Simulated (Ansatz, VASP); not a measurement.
# CdSe: VASP beside Ansatz

```
Cd Se
1.0
     0.00000    3.09938    3.01905
     3.09938    0.00000    3.01905
     3.09938    3.09938    0.00000
Cd Se
1 1
Direct
  0.00000 0.00000 0.00000
  0.25000 0.25000 0.25000
```

Change from the starting cell: epitaxial_xy strain +1.0%.

Alike in both runs: task single point; functional r2SCAN; k mesh 8 × 8 × 8; no spin polarisation.

```csv
,VASP,Ansatz
version,VASP 6.6.1,Ansatz 0.2.0
potentials or method,"VASP PAW PBE potentials, release 64 (Cd, Se)","plane waves, PAW"
plane-wave cutoff (eV),520,500
occupations,"gaussian, width 0.01 eV",fixed
valence electrons in the cell,18,36
```

```csv
,VASP,Ansatz,Ansatz less VASP
gap on the k mesh at the Fermi level (eV),0.96,0.97,+0.010
pressure (GPa),-0.1,-0.3,-0.23
"traceless stress, the component that is largest in VASP (GPa)",0.28,0.29,+0.003
```

VASP's potentials were made for PBE, not for r2SCAN. VASP's potentials hold 18 valence electrons a cell and Ansatz's 36, so a difference there can come from the potentials and not from the codes.
